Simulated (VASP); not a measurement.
# LiH (I4/mmm) in VASP: notebook, part 2 of 2

VASP 6.6.1. The steps go on from the part before.

**3. Single point, PBE (strain +0.000 along x and y, +0.080 along z)**

The input, INCAR:

```
SYSTEM = LiH
ALGO     = Normal         ! electronic algorithm
EDIFF    = 1E-6           ! SCF threshold, eV
ENCUT    = 520            ! plane-wave cutoff, eV
GGA      = PE             ! functional
ISIF     = 2              ! what is computed and relaxed
ISMEAR   = 0              ! smearing method
LASPH    = .True.         ! aspherical terms in the spheres
LCHARG   = .False.        ! write CHGCAR
LREAL    = .False.        ! projectors in reciprocal space
LWAVE    = .False.        ! write WAVECAR
NBANDS   = 9              ! bands
NELM     = 80             ! most SCF steps
PREC     = Accurate       ! precision mode
SIGMA    = 0.05           ! smearing width, eV
```

The input, KPOINTS:

```
k-points
0
Gamma
  10 10 10
  0 0 0
```

The input, POSCAR:

```
LiH
1.0
    0.0000000000      2.0325000000      2.1951000000
    2.0325000000      0.0000000000      2.1951000000
    2.0325000000      2.0325000000      0.0000000000
Li H
1 1
Direct
    0.0000000000      0.0000000000      0.0000000000
    0.5000000000      0.5000000000      0.5000000000
```

Potentials or basis: VASP PAW PBE potentials, release 64 (Li_sv, H).

Command:

```console
> cat potpaw_PBE.64/Li_sv/POTCAR potpaw_PBE.64/H/POTCAR > POTCAR
> mpirun -np 1 vasp_std > vasp.out
```

OUTCAR:

```text
SYSTEM = LiH
   EDIFF = 1E-6
   ENCUT = 520
   GGA = PE
   ISIF = 2
   ISMEAR = 0
   LASPH = .True.
   LREAL = .False.
   NELM = 80
   PREC = Accurate

 ion  position               nearest neighbor table
   1  0.000  0.000  0.000-
   2  0.500  0.500  0.500-

  LATTYP: Found a body centered tetragonal cell.
 ALAT       =     2.8743890655
 C/A-ratio  =     1.5273506474

  Lattice vectors:

 A1 = (  -2.0325000000,   0.0000000000,   2.1951000000)
 A2 = (   2.0325000000,   0.0000000000,   2.1951000000)
 A3 = (   0.0000000000,   2.0325000000,  -2.1951000000)

Analysis of symmetry for initial positions (statically):
=====================================================================
 Subroutine PRICEL returns:
 Original cell was already a primitive cell.

 Routine SETGRP: Setting up the symmetry group for a
 body centered tetragonal supercell.

 Subroutine GETGRP returns: Found 16 space group operations
 (whereof 16 operations were pure point group operations)
 out of a pool of 16 trial point group operations.

The static configuration has the point symmetry D_4h.

Analysis of symmetry for dynamics (positions and initial velocities):
=====================================================================
 Subroutine PRICEL returns:
 Original cell was already a primitive cell.

 Routine SETGRP: Setting up the symmetry group for a
 body centered tetragonal supercell.

 Subroutine GETGRP returns: Found 16 space group operations
 (whereof 16 operations were pure point group operations)
 out of a pool of 16 trial point group operations.

The dynamic configuration has the point symmetry D_4h.

 Subroutine INISYM returns: Found 16 space group operations
 (whereof 16 operations are pure point group operations),
 and found     1 'primitive' translations

----------------------------------------------------------------------------------------

[... 116 lines left out ...]
   LORBIT       =      0    0 simple, 1 ext, 2 COOP (PROOUT), +10 PAW based schemes
   GGA     = PE    functional components
   LHFCALC =     F    Hartree Fock is set to
   AEXX    =    0.0000 exact exchange contribution
   IVDW    =     0    specifies the selected vdW correction
   LEPSILON=     F    determine dielectric tensor
   LRPA    =     F    only Hartree local field effects (RPA)
 non-spin polarized calculation
 Gauss-broadening in eV      SIGMA  =   0.05
  energy-cutoff  :      520.00
  volume of cell :       18.14
 maximum number of plane-waves:       505
 NGX is ok and might be reduce to    24
   NGX = 11   NGY = 11   NGZ = 11

 number of electron       4.0000003 magnetization

 Free energy of the ion-electron system (eV)
  ---------------------------------------------------
  ext. energy  EPLUGINS =         0.00000000
  ---------------------------------------------------
  free energy    TOTEN  =        -6.09308889 eV

  energy without entropy =       -6.09308889  energy(sigma->0) =       -6.09308889

 E-fermi :   0.1848     XC(G=0):  -8.1289

 val. band max:       -0.2438230374   @ k =   0.5000   0.0000   0.5000
 cond. band min:       2.0395775628   @ k =   0.5000   0.5000   0.0000
 fundamental gap:      2.2834006003
 Fermi energy:         0.1847713207

 k-point     1 :       0.0000    0.0000    0.0000
  band No.  band energies     occupation
      1     -44.8507      2.00000
      2      -5.4164      2.00000
      3      14.0619      0.00000
      4      16.1333      0.00000
      5      16.1333      0.00000
      6      16.6869      0.00000
      7      20.5746      0.00000
      8      21.0054      0.00000
      9      21.0054      0.00000
[... 265 lines left out ...]
 k-point    24 :       0.4000    0.3000    0.0000
  band No.  band energies     occupation
      1     -44.8239      2.00000
      2      -2.6863      2.00000
      3       5.1830      0.00000
      4       9.9694      0.00000
      5      11.4261      0.00000
      6      15.2621      0.00000
      7      16.4565      0.00000
      8      26.6262      0.00000
      9      28.5220      0.00000

 [... further k-points ...]

------------------------ aborting loop because EDIFF is reached ----------------------------------------

  FORCE on cell =-STRESS in cart. coord.  units (eV):
  Direction    XX          YY          ZZ          XY          YZ          ZX
  --------------------------------------------------------------------------------------
  -------------------------------------------------------------------------------------
  Total       -0.2757711     -0.2757711     -0.6234915      0.0000000      0.0000000      0.0000000
  in kB      -24.3620557    -24.3620557    -55.0802279      0.0000000      0.0000000      0.0000000
  external PRESSURE =     -34.6014464 kB  Pullay stress =       0.0000000 kB

 VOLUME and BASIS-vectors are now :
 -----------------------------------------------------------------------------
  energy-cutoff  :      520.00
  volume of cell :       18.14
      direct lattice vectors                 reciprocal lattice vectors
     0.000000000  2.032500000  2.195100000    -0.246002460  0.246002460  0.227780056
     2.032500000  0.000000000  2.195100000     0.246002460 -0.246002460  0.227780056
     2.032500000  2.032500000  0.000000000     0.246002460  0.246002460 -0.227780056

 POSITION                                       TOTAL-FORCE (eV/Angst)
 -----------------------------------------------------------------------------------
      0.00000      0.00000      0.00000        -0.000000      0.000000     -0.000000
      2.03250      2.03250      2.19510         0.000000     -0.000000      0.000000
 -----------------------------------------------------------------------------------
    total drift:                                0.000000     -0.000000     -0.000000

  FREE ENERGIE OF THE ION-ELECTRON SYSTEM (eV)
  ---------------------------------------------------
  free  energy   TOTEN  =        -6.0930888897 eV

  energy  without entropy=       -6.0930888897  energy(sigma->0) =       -6.09308889
```

OSZICAR:

```text
N       E                     dE             d eps       ncg     rms          rms(c)
DAV:   1    -0.158514024027E+01   -0.15851E+01   -0.14267E+03  1844   0.399E+02
DAV:   2    -0.625753634946E+01   -0.46724E+01   -0.46485E+01  2507   0.551E+01
DAV:   3    -0.633491619111E+01   -0.77380E-01   -0.77345E-01  2307   0.593E+00
DAV:   4    -0.633528325086E+01   -0.36706E-03   -0.36703E-03  2533   0.388E-01
DAV:   5    -0.633528513812E+01   -0.18873E-05   -0.18872E-05  2334   0.192E-02    0.284E+00
DAV:   6    -0.614959194291E+01    0.18569E+00   -0.16383E-01  2036   0.121E+00    0.141E+00
DAV:   7    -0.609099371741E+01    0.58598E-01   -0.19968E-01  2194   0.152E+00    0.225E-01
DAV:   8    -0.609316624949E+01   -0.21725E-02   -0.53705E-03  2152   0.453E-01    0.450E-02
DAV:   9    -0.609309246118E+01    0.73788E-04   -0.18507E-04  2406   0.484E-02    0.903E-03
DAV:  10    -0.609309083465E+01    0.16265E-05   -0.83316E-06  2179   0.199E-02    0.302E-03
DAV:  11    -0.609308983061E+01    0.10040E-05   -0.29743E-07  1424   0.289E-03    0.738E-04
DAV:  12    -0.609308888969E+01    0.94092E-06   -0.18119E-08  1036   0.991E-04
   1 F= -.60930889E+01 E0= -.60930889E+01  d E =-.692885E-36
```

stdout:

```text
POSCAR found type information on POSCAR LiH
 POSCAR found :  2 types and       2 ions
 scaLAPACK will be used
 LDA part: xc-table for (Slater+PW92), standard interpolation
 POSCAR, INCAR and KPOINTS ok, starting setup
 FFT: planning ... GRIDC
 FFT: planning ... GRID_SOFT
 FFT: planning ... GRID
 WAVECAR not read
 entering main loop
```

It took 29 s on 1 thread of AMD EPYC 7R13, shared host; peak memory 0.11 GiB.

Results:

```
Free energy            : -6.0931 eV
Band gap on the k mesh : 2.28 eV (least direct gap 2.86 eV)
```

Caveat: the cell differs from its parent crystal (strain +0.000 along x and y, +0.080 along z); the cutoff is under 1.25 times the usual one of these potentials, so pressure, stress and relaxed cells hold a basis-set (Pulay) error.

**4. Single point, PBE (strain +0.000 along x and y, +0.040 along z)**

The input, INCAR:

```
SYSTEM = LiH
ALGO = Normal
EDIFF = 1E-6
ENCUT = 520
GGA = PE
ISIF = 2
ISMEAR = 0
LASPH = .TRUE.
LCHARG = .TRUE.
LELF = .TRUE.
LREAL = .FALSE.
LVHAR = .TRUE.
LWAVE = .FALSE.
NBANDS = 9
NELM = 80
PREC = Accurate
SIGMA = 0.05
```

The input, KPOINTS:

```
k-points
0
G
  10 10 10
  0 0 0
```

The input, POSCAR:

```
LiH
1.0
    0.0000000000      2.0325000000      2.1138000000
    2.0325000000      0.0000000000      2.1138000000
    2.0325000000      2.0325000000      0.0000000000
Li H
1 1
Direct
    0.0000000000      0.0000000000      0.0000000000
    0.5000000000      0.5000000000      0.5000000000
```

Command:

```console
> cat potpaw_PBE.64/Li_sv/POTCAR potpaw_PBE.64/H/POTCAR > POTCAR
> mpirun -np 1 vasp_std > vasp.out
```

Wall time 24 s (1 thread of AMD EPYC 7R13, shared host); peak memory 0.11 GiB.

The run converged. Its results:

- Free energy: -6.1125 eV
- Band gap on the k mesh: 2.62 eV (least direct gap 2.91 eV)

Levels at points of the mesh, in eV from the valence-band top:
```tsv
k point	band 1	band 2	band 3	band 4	band 5	band 6
(0.00, 0.00, 0.00)	-44.47	-5.22	14.94	16.89	16.89	17.20
(0.50, 0.00, 0.00)	-44.44	-2.50	4.64	12.79	15.44	16.05
(0.50, 0.50, 0.00)	-44.43	-0.29	2.62	10.73	10.73	13.78
(0.50, 0.00, 0.50)	-44.43	0.00	3.10	9.98	10.31	13.22
```

Caveat: the cell differs from its parent crystal (strain +0.000 along x and y, +0.040 along z); the cutoff is under 1.25 times the usual one of these potentials, so pressure, stress and relaxed cells hold a basis-set (Pulay) error.

**5. The runs side by side**

```csv
cell,gap on the mesh (eV)
"a = 2.877, b = 2.877, c = 2.759 Å, angles 61.3, 61.3, 57.3°, 2 atoms",2.11
"a = 2.992, b = 2.992, c = 2.874 Å, angles 61.3, 61.3, 57.4°, 2 atoms",2.28
"a = 2.932, b = 2.932, c = 2.874 Å, angles 60.7, 60.7, 58.7°, 2 atoms",2.62
```

Alike in all rows: task single point; level PBE; potentials or basis VASP PAW PBE potentials, release 64 (Li_sv, H); no spin polarisation; k mesh 10 × 10 × 10; cutoff (eV) 520; smearing gaussian 0.05 eV.

Caveats: the cutoff is under 1.25 times the usual one of these potentials, so pressure, stress and relaxed cells hold a basis-set (Pulay) error.

Total energies depend on the potentials used, so only differences within one code and one set of settings carry meaning.
